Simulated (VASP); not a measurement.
# PtS2 (P-3m1) in VASP: further runs, part 2 of 2

VASP 6.6.1.

## (5) Single point, LDA

Contents of INCAR:

```
PREC = Accurate
ENCUT = 520
EDIFF = 1E-6
ISMEAR = 1
SIGMA = 0.05
LREAL = False
LASPH = True
NELM = 80
ALGO = Normal
ISIF = 2
LWAVE = False
LCHARG = True
GGA = CA
LELF = True
LVHAR = True
NBANDS = 18
```

Contents of KPOINTS:

```
Automatic mesh
0
Gamma
  7 7 5
```

Contents of POSCAR:

```
PtS2
1.0
    3.5432000000      0.0000000000      0.0000000000
   -1.7716000000      3.0685012107      0.0000000000
    0.0000000000      0.0000000000      5.0388000000
Pt S
1 2
Direct
    0.0000000000      0.0000000000      0.0000000000
    0.6666666667      0.3333333333      0.7730000000
    0.3333333333      0.6666666667      0.2270000000
```

Potentials or basis: VASP PAW LDA potentials, release 64 (Pt, S).

Launch:

```bash
cat potpaw_LDA.64/Pt/POTCAR potpaw_LDA.64/S/POTCAR > POTCAR
mpirun -np 1 vasp_std > vasp.out
```

OUTCAR:

```text
PREC = Accurate
   ENCUT = 520
   EDIFF = 1E-6
   ISMEAR = 1
   LREAL = False
   LASPH = True
   NELM = 80
   ISIF = 2
   GGA = CA

 ion  position               nearest neighbor table
   1  0.000  0.000  0.000-   2 2.34   3 2.34   2 2.34   3 2.34   2 2.34   3 2.34
   2  0.667  0.333  0.773-   1 2.34   1 2.34   1 2.34
   3  0.333  0.667  0.227-   1 2.34   1 2.34   1 2.34

  LATTYP: Found a hexagonal cell.
 ALAT       =     3.5432000000
 C/A-ratio  =     1.4221043125

  Lattice vectors:

 A1 = (   3.5432000000,   0.0000000000,   0.0000000000)
 A2 = (  -1.7716000000,   3.0685012107,   0.0000000000)
 A3 = (   0.0000000000,   0.0000000000,   5.0388000000)

Analysis of symmetry for initial positions (statically):
=====================================================================
 Subroutine PRICEL returns:
 Original cell was already a primitive cell.

 Routine SETGRP: Setting up the symmetry group for a
 hexagonal supercell.

 Subroutine GETGRP returns: Found 12 space group operations
 (whereof 12 operations were pure point group operations)
 out of a pool of 24 trial point group operations.

The static configuration has the point symmetry D_3d.

Analysis of symmetry for dynamics (positions and initial velocities):
=====================================================================
 Subroutine PRICEL returns:
 Original cell was already a primitive cell.

 Routine SETGRP: Setting up the symmetry group for a
 hexagonal supercell.

 Subroutine GETGRP returns: Found 12 space group operations
 (whereof 12 operations were pure point group operations)
 out of a pool of 24 trial point group operations.

The dynamic configuration has the point symmetry D_3d.

 Subroutine INISYM returns: Found 12 space group operations
 (whereof 12 operations are pure point group operations),
 and found     1 'primitive' translations
[... 107 lines left out ...]
   PSTRESS=    0.0 pullay stress
   NELECT =      22.0000    total number of electrons
   NUPDOWN=      -1.0000    fix difference up-down
   EMIN   =  10.00;   EMAX   =-10.00  energy-range for DOS
   EFERMI =   0.00;   METHOD = LEGACY
   ISMEAR =     1;   SIGMA  =   0.05  broadening in eV -4-tet -1-fermi 0-gaus
   EFERMI_NEDOS =   21; number of points for ismear=-14 and -15
   IALGO  =     38    algorithm
   IMIX   =      4    mixing-type and parameters
     AMIX     =   0.40;   BMIX     =  1.00
     AMIX_MAG =   1.60;   BMIX_MAG =  1.00
  volume/ion in A,a.u.               =      18.26       123.23
  Fermi-wavevector in a.u.,A,eV,Ry     =   1.207812  2.282434 19.848315  1.458810
  Thomas-Fermi vector in A             =   2.343439
   LORBIT       =      0    0 simple, 1 ext, 2 COOP (PROOUT), +10 PAW based schemes
   GGA     = CA    functional components
   LHFCALC =     F    Hartree Fock is set to
   AEXX    =    0.0000 exact exchange contribution
   IVDW    =     0    specifies the selected vdW correction
   LEPSILON=     F    determine dielectric tensor
   LRPA    =     F    only Hartree local field effects (RPA)
 non-spin polarized calculation
 Methfessel and Paxton  Order N= 1 SIGMA  =   0.05
  energy-cutoff  :      520.00
  volume of cell :       54.78
 maximum number of plane-waves:      1507
 NGX is ok and might be reduce to    28
   NGX = 13   NGY = 13   NGZ = 19

 number of electron      22.0000001 magnetization

 Free energy of the ion-electron system (eV)
  ---------------------------------------------------
  ext. energy  EPLUGINS =         0.00000000
  ---------------------------------------------------
  free energy    TOTEN  =       -18.12174559 eV

  energy without entropy =      -18.12184704  energy(sigma->0) =      -18.12177941

 E-fermi :   6.6513     XC(G=0): -10.9015

 val. band max:        6.6111074204   @ k =   0.0000   0.1429   0.2000
 cond. band min:       7.3853864359   @ k =   0.0000   0.2857   0.2000
 fundamental gap:      0.7742790155
 Fermi energy:         6.6513351935

 k-point     1 :       0.0000    0.0000    0.0000
  band No.  band energies     occupation
      1      -8.9256      2.00000
      2      -5.6317      2.00000
      3      -0.4884      2.00000
      4      -0.4884      2.00000
      5      -0.3549      2.00000
      6       2.5880      2.00000
[... 481 lines left out ...]
      5       0.7020      2.00000
      6       1.8207      2.00000
[... 10 lines left out ...]
     17      16.2055      0.00000
     18      16.5203      0.00000

 [... further k-points ...]
[... 5 lines left out ...]
  --------------------------------------------------------------------------------------
  -------------------------------------------------------------------------------------
  Total        1.2457993      1.2457993      1.1472587     -0.0000000      0.0000000      0.0000000
  in kB       36.4342271     36.4342271     33.5523445     -0.0000000      0.0000000      0.0000000
  external PRESSURE =      35.4735996 kB  Pullay stress =       0.0000000 kB

 VOLUME and BASIS-vectors are now :
 -----------------------------------------------------------------------------
  energy-cutoff  :      520.00
  volume of cell :       54.78
      direct lattice vectors                 reciprocal lattice vectors
     3.543200000  0.000000000  0.000000000     0.282230752  0.162946001  0.000000000
    -1.771600000  3.068501211  0.000000000     0.000000000  0.325892001  0.000000000
     0.000000000  0.000000000  5.038800000     0.000000000  0.000000000  0.198459951

 POSITION                                       TOTAL-FORCE (eV/Angst)
 -----------------------------------------------------------------------------------
      0.00000      0.00000      0.00000        -0.000000      0.000000      0.000000
      1.77160      1.02283      3.89499        -0.000000      0.000000     -0.807529
     -0.00000      2.04567      1.14381         0.000000     -0.000000      0.807529
 -----------------------------------------------------------------------------------
    total drift:                                0.000000     -0.000000      0.000000

  FREE ENERGIE OF THE ION-ELECTRON SYSTEM (eV)
  ---------------------------------------------------
  free  energy   TOTEN  =       -18.1217455871 eV

  energy  without entropy=      -18.1218470434  energy(sigma->0) =      -18.12177941
```

OSZICAR:

```text
N       E                     dE             d eps       ncg     rms          rms(c)
DAV:   1     0.109235787391E+03    0.10924E+03   -0.10528E+04  1176   0.109E+03
DAV:   2    -0.141292651569E+02   -0.12337E+03   -0.11933E+03  1388   0.219E+02
DAV:   3    -0.194833504667E+02   -0.53541E+01   -0.53193E+01  1486   0.466E+01
DAV:   4    -0.195368525477E+02   -0.53502E-01   -0.53476E-01  1488   0.516E+00
DAV:   5    -0.195377289750E+02   -0.87643E-03   -0.87635E-03  1492   0.638E-01    0.201E+01
DAV:   6    -0.183746408803E+02    0.11631E+01   -0.60637E+00  1202   0.238E+01    0.122E+01
DAV:   7    -0.181627117603E+02    0.21193E+00   -0.11277E+00  1182   0.108E+01    0.605E+00
DAV:   8    -0.181251379330E+02    0.37574E-01   -0.64542E-02  1270   0.198E+00    0.103E+00
DAV:   9    -0.181216810614E+02    0.34569E-02   -0.88454E-03  1280   0.905E-01    0.231E-01
DAV:  10    -0.181217452112E+02   -0.64150E-04   -0.10822E-03  1394   0.221E-01    0.106E-01
DAV:  11    -0.181217481035E+02   -0.28922E-05   -0.54506E-05  1402   0.706E-02    0.339E-02
DAV:  12    -0.181217457280E+02    0.23755E-05   -0.96513E-06  1352   0.318E-02    0.691E-03
DAV:  13    -0.181217455871E+02    0.14083E-06   -0.98359E-07   714   0.702E-03
   1 F= -.18121746E+02 E0= -.18121779E+02  d E =0.101456E-03
```

It took 25 s on 1 thread of Intel Xeon 6975P-C, shared host; peak memory 0.17 GiB.

What came out:

```yaml
Free_energy: -18.1217 eV
Pressure: 3.5 GPa
Largest_force: 0.808 eV/Å
Band_gap_on_the_k_mesh: 0.77 eV, indirect (least direct gap 1.05 eV)
```

Forces in eV/Å, atoms in the order of the input:
```
Pt   0.000  0.000  0.000
S    0.000  0.000 -0.808
S    0.000  0.000  0.808
```

Stress tensor (GPa, compression positive):
```
3.64 0.00 0.00
0.00 3.64 0.00
0.00 0.00 3.36
```

Caveat: spin-orbit coupling is left out, which moves the levels of the heavy elements.
